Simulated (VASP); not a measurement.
# F2 in VASP: a series of runs

Runs on F2. Level: revPBE. Tasks: single point, relaxation of the atoms.

Everything below comes from runs of VASP 6.6.1. Logs are shortened: lines on timing, memory, paths and dates and some standing lists are left out, and cuts for length are marked.

## (1) The cell of the first run

The cell holds a molecule in a box, 2 atoms: a = 12.000 Å, b = 12.300 Å, c = 12.600 Å, α = 90.00°, β = 90.00°, γ = 90.00°.

## (2) Single point, revPBE

File INCAR:

```
SYSTEM = F
ALGO     = Normal         ! electronic algorithm
EDIFF    = 1E-6           ! SCF threshold, eV
ENCUT    = 520            ! plane-wave cutoff, eV
GGA      = RE             ! functional
ISIF     = 2              ! what is computed and relaxed
ISMEAR   = -1             ! smearing method
LASPH    = .TRUE.         ! aspherical terms in the spheres
LCHARG   = .TRUE.         ! write CHGCAR
LELF     = .TRUE.         ! ELF
LREAL    = .FALSE.        ! projectors in reciprocal space
LVHAR    = .TRUE.       
LWAVE    = .FALSE.        ! write WAVECAR
NBANDS   = 14             ! bands
NELM     = 60             ! most SCF steps
PREC     = Accurate       ! precision mode
SIGMA    = 0.01           ! smearing width, eV
```

File KPOINTS:

```
k-points
0
G
  1 1 1
  0 0 0
```

File POSCAR:

```
F
1.0
   12.0000000000      0.0000000000      0.0000000000
    0.0000000000     12.3000000000      0.0000000000
    0.0000000000      0.0000000000     12.6000000000
F
2
Direct
    0.5000000000      0.5000000000      0.4435904758
    0.5000000000      0.5000000000      0.5564095242
```

Potentials or basis: VASP PAW PBE potentials, release 64 (F).

Run with:

```
$ cat potpaw_PBE.64/F/POTCAR > POTCAR
$ mpirun -np 1 vasp_gam > vasp.out
```

OUTCAR:

```text
SYSTEM = F
   EDIFF = 1E-6
   ENCUT = 520
   GGA = RE
   ISIF = 2
   ISMEAR = -1
   LASPH = .TRUE.
   LREAL = .FALSE.
   NELM = 60
   PREC = Accurate

 ion  position               nearest neighbor table
   1  0.500  0.500  0.444-   2 1.42
   2  0.500  0.500  0.556-   1 1.42

  LATTYP: Found a simple orthorhombic cell.
 ALAT       =    12.0000000000
 B/A-ratio  =     1.0250000000
 C/A-ratio  =     1.0500000000

  Lattice vectors:

 A1 = (  12.0000000000,   0.0000000000,   0.0000000000)
 A2 = (   0.0000000000,  12.3000000000,   0.0000000000)
 A3 = (   0.0000000000,   0.0000000000,  12.6000000000)

Analysis of symmetry for initial positions (statically):
=====================================================================
 Subroutine PRICEL returns:
 Original cell was already a primitive cell.

 Routine SETGRP: Setting up the symmetry group for a
 simple orthorhombic supercell.

 Subroutine GETGRP returns: Found  8 space group operations
 (whereof  8 operations were pure point group operations)
 out of a pool of  8 trial point group operations.

The static configuration has the point symmetry D_2h.

Analysis of symmetry for dynamics (positions and initial velocities):
=====================================================================
 Subroutine PRICEL returns:
 Original cell was already a primitive cell.

 Routine SETGRP: Setting up the symmetry group for a
 simple orthorhombic supercell.

 Subroutine GETGRP returns: Found  8 space group operations
 (whereof  8 operations were pure point group operations)
 out of a pool of  8 trial point group operations.

The dynamic configuration has the point symmetry D_2h.

 Subroutine INISYM returns: Found  8 space group operations
 (whereof  8 operations are pure point group operations),
 and found     1 'primitive' translations

----------------------------------------------------------------------------------------

                                     Primitive cell

  volume of cell :    1859.7600

  direct lattice vectors                    reciprocal lattice vectors
    12.000000000  0.000000000  0.000000000     0.083333333  0.000000000  0.000000000
     0.000000000 12.300000000  0.000000000     0.000000000  0.081300813  0.000000000
     0.000000000  0.000000000 12.600000000     0.000000000  0.000000000  0.079365079

  length of vectors
    12.000000000 12.300000000 12.600000000     0.083333333  0.081300813  0.079365079

  position of ions in fractional coordinates (direct lattice)
     0.500000000  0.500000000  0.443590476
     0.500000000  0.500000000  0.556409524

  ion indices of the primitive-cell ions
   primitive index   ion index
                 1           1
                 2           2

----------------------------------------------------------------------------------------

 KPOINTS: k-points

Automatic generation of k-mesh.
 Grid dimensions read from file:
 generate k-points for:    1    1    1

 Generating k-lattice:

  Cartesian coordinates                     Fractional coordinates (reciprocal lattice)
     0.083333333  0.000000000  0.000000000     1.000000000  0.000000000  0.000000000
     0.000000000  0.081300813  0.000000000     0.000000000  1.000000000  0.000000000
     0.000000000  0.000000000  0.079365079     0.000000000  0.000000000  1.000000000

  Length of vectors
     0.083333333  0.081300813  0.079365079

  Shift w.r.t. Gamma in fractional coordinates (k-lattice)
     0.000000000  0.000000000  0.000000000

 Subroutine IBZKPT returns following result:
 ===========================================

 Found      1 irreducible k-points:

 Following reciprocal coordinates:
            Coordinates               Weight
  0.000000  0.000000  0.000000      1.000000
   k-points           NKPTS =      1   k-points in BZ     NKDIM =      1   number of bands    NBANDS=     14
   number of dos      NEDOS =    301   number of ions     NIONS =      2
   total plane-waves  NPLWV = 829440
   dimension x,y,z NGX =    90 NGY =   96 NGZ =   96
   dimension x,y,z NGXF=   180 NGYF=  192 NGZF=  192
   ions per type =               2
   NGX,Y,Z   is equivalent  to a cutoff of  12.47, 12.98, 12.67 a.u.
   NGXF,Y,Z  is equivalent  to a cutoff of  24.94, 25.95, 25.33 a.u.
 SYSTEM =  F
   PREC   = accura    normal or accurate (medium, high low for compatibility)
   ISTART =      0    job   : 0-new  1-cont  2-samecut
   ICHARG =      2    charge: 1-file 2-atom 10-const
   ISPIN  =      1    spin polarized calculation?
   LNONCOLLINEAR =      F non collinear calculations
   LSORBIT =      F    spin-orbit coupling
   LASPH  =      T    aspherical Exc in radial PAW
   ENCUT  =  520.0 eV  38.22 Ry    6.18 a.u.  22.31 22.87 23.43*2*pi/ulx,y,z
   NELM   =     60;   NELMIN=  2; NELMDL= -5     # of ELM steps
   EDIFF  = 0.1E-05   stopping-criterion for ELM
   LREAL  =      F    real-space projection
   EDIFFG = 0.1E-04   stopping-criterion for IOM
   NSW    =      0    number of steps for IOM
   IBRION =     -1    ionic relax: 0-MD 1-quasi-New 2-CG
   NFREE  =      0    steps in history (QN), initial steepest desc. (CG)
   ISIF   =      2    stress and relaxation
   ISYM   =      2    0-nonsym 1-usesym 2-fastsym
   POTIM  = 0.5000    time-step for ionic-motion
   TEBEG  =    0.0;   TEEND  =   0.0 temperature during run
   PSTRESS=    0.0 pullay stress
   NELECT =      14.0000    total number of electrons
   NUPDOWN=      -1.0000    fix difference up-down
   EMIN   =  10.00;   EMAX   =-10.00  energy-range for DOS
   EFERMI =   0.00;   METHOD = LEGACY
   ISMEAR =    -1;   SIGMA  =   0.01  broadening in eV -4-tet -1-fermi 0-gaus
   EFERMI_NEDOS =   21; number of points for ismear=-14 and -15
   IALGO  =     38    algorithm
   IMIX   =      4    mixing-type and parameters
     AMIX     =   0.40;   BMIX     =  1.00
     AMIX_MAG =   1.60;   BMIX_MAG =  1.00
  volume/ion in A,a.u.               =     929.88      6275.14
  Fermi-wavevector in a.u.,A,eV,Ry     =   0.320847  0.606314  1.400625  0.102943
  Thomas-Fermi vector in A             =   1.207823
   LORBIT       =      0    0 simple, 1 ext, 2 COOP (PROOUT), +10 PAW based schemes
   GGA     = RE    functional components
   LHFCALC =     F    Hartree Fock is set to
   AEXX    =    0.0000 exact exchange contribution
   IVDW    =     0    specifies the selected vdW correction
   LEPSILON=     F    determine dielectric tensor
   LRPA    =     F    only Hartree local field effects (RPA)
 non-spin polarized calculation
  energy-cutoff  :      520.00
  volume of cell :     1859.76
 maximum number of plane-waves:     25042
 NGX is ok and might be reduce to    90
   NGX = 45   NGY = 45   NGZ = 47

 number of electron      13.9999994 magnetization

 Free energy of the ion-electron system (eV)
  ---------------------------------------------------
  ext. energy  EPLUGINS =         0.00000000
  ---------------------------------------------------
  free energy    TOTEN  =        -3.41326580 eV

  energy without entropy =       -3.41326580  energy(sigma->0) =       -3.41326580

 E-fermi :  -9.0448     XC(G=0):  -0.3367

 val. band max:       -9.3418574193   @ k =   0.0000   0.0000   0.0000
 cond. band min:      -5.8370035612   @ k =   0.0000   0.0000   0.0000
 fundamental gap:      3.5048538581
 Fermi energy:        -9.0448107162

 k-point     1 :       0.0000    0.0000    0.0000
  band No.  band energies     occupation
      1     -33.8572      2.00000
      2     -27.7151      2.00000
      3     -15.2027      2.00000
      4     -12.6317      2.00000
      5     -12.6316      2.00000
      6      -9.3419      2.00000
      7      -9.3419      2.00000
      8      -5.8370      0.00000
      9      -0.3129      0.00000
     10       0.5562      0.00000
     11       0.6921      0.00000
     12       0.7801      0.00000
     13       0.8194      0.00000
     14       0.9367      0.00000

------------------------ aborting loop because EDIFF is reached ----------------------------------------

  FORCE on cell =-STRESS in cart. coord.  units (eV):
  Direction    XX          YY          ZZ          XY          YZ          ZX
  --------------------------------------------------------------------------------------
  -------------------------------------------------------------------------------------
  Total       -0.1091969     -0.1101339      0.3991745      0.0000000      0.0000000      0.0000000
  in kB       -0.0940728     -0.0948800      0.3438876      0.0000000      0.0000000      0.0000000
  external PRESSURE =       0.0516449 kB  Pullay stress =       0.0000000 kB

 VOLUME and BASIS-vectors are now :
 -----------------------------------------------------------------------------
  energy-cutoff  :      520.00
  volume of cell :     1859.76
      direct lattice vectors                 reciprocal lattice vectors
    12.000000000  0.000000000  0.000000000     0.083333333  0.000000000  0.000000000
     0.000000000 12.300000000  0.000000000     0.000000000  0.081300813  0.000000000
     0.000000000  0.000000000 12.600000000     0.000000000  0.000000000  0.079365079

 POSITION                                       TOTAL-FORCE (eV/Angst)
 -----------------------------------------------------------------------------------
      6.00000      6.15000      5.58924         0.000000      0.000000     -0.343915
      6.00000      6.15000      7.01076         0.000000      0.000000      0.343915
 -----------------------------------------------------------------------------------
    total drift:                                0.000000     -0.000000      0.000000

  FREE ENERGIE OF THE ION-ELECTRON SYSTEM (eV)
  ---------------------------------------------------
  free  energy   TOTEN  =        -3.4132657981 eV

  energy  without entropy=       -3.4132657981  energy(sigma->0) =       -3.41326580
```

Wall time 1.8 min (1 thread of Intel Xeon 6975P-C, shared host); peak memory 1.3 GiB.

What came out:

| Quantity | Value |
| --- | --- |
| Free energy | -3.4133 eV |
| Largest force | 0.344 eV/Å |
| Gap between the frontier levels | 3.50 eV |

Forces on the atoms (eV/Å):
```
F    0.000  0.000 -0.344
F    0.000  0.000  0.344
```

Caveat: the PAW data sets were made with another functional, which shifts forces and pressure a little.

## (3) Relaxation of the atoms, revPBE

File INCAR:

```
ALGO = Normal
EDIFF = 1E-6
EDIFFG = -0.01
ENCUT = 520
GGA = RE
IBRION = 2
ISIF = 2
ISMEAR = -1
LASPH = True
LCHARG = False
LREAL = False
LWAVE = False
NELM = 100
NSW = 80
PREC = Accurate
SIGMA = 0.01
```

File KPOINTS:

```
k-points
0
Gamma
  1 1 1
```

File POSCAR:

```
F
1.0
   12.0000000000      0.0000000000      0.0000000000
    0.0000000000     12.3000000000      0.0000000000
    0.0000000000      0.0000000000     12.6000000000
F
2
Direct
    0.5000000000      0.5000000000      0.4436507937
    0.5000000000      0.5000000000      0.5563492063
```

Potentials or basis: VASP PAW PBE potentials, release 64 (F).

Run with:

```
$ cat potpaw_PBE.64/F/POTCAR > POTCAR
$ mpirun -np 1 vasp_gam > vasp.out
```

Wall time 4.2 min (1 thread of Intel Xeon 6975P-C, shared host); peak memory 1.5 GiB.

The run converged. Its results:

```yaml
Free_energy: -3.4150 eV
Energy_gained_by_relaxing: 1.1 meV/atom
Ionic_steps: 3
Gap_between_the_frontier_levels: 3.39 eV
```

Step by step:
```tsv
step	energy change (eV)	largest force (eV/Å)	pressure (GPa)
1	0.0000	0.3982	0.01
2	0.0092	0.8289	-0.04
3	-0.0023	0.0005	-0.01
```

Final structure:
```xyz
2
Lattice="12.0000 0.0000 0.0000 0.0000 12.3000 0.0000 0.0000 0.0000 12.6000" Properties=species:S:1:pos:R:3 pbc="T T T"
F     6.0000    6.1500    5.5842
F     6.0000    6.1500    7.0158
```

Levels at points of the mesh, in eV from the valence-band top:
| k point | band 3 | band 4 | band 5 | band 6 | band 7 | band 8 | band 9 | band 10 | band 11 |
| --- | --- | --- | --- | --- | --- | --- | --- | --- | --- |
| (0.00, 0.00, 0.00) | -5.78 | -3.20 | -3.20 | 0.00 | 0.00 | 3.39 | 9.07 | 9.96 | 10.08 |

Caveat: the PAW data sets were made with another functional, which shifts forces and pressure a little.
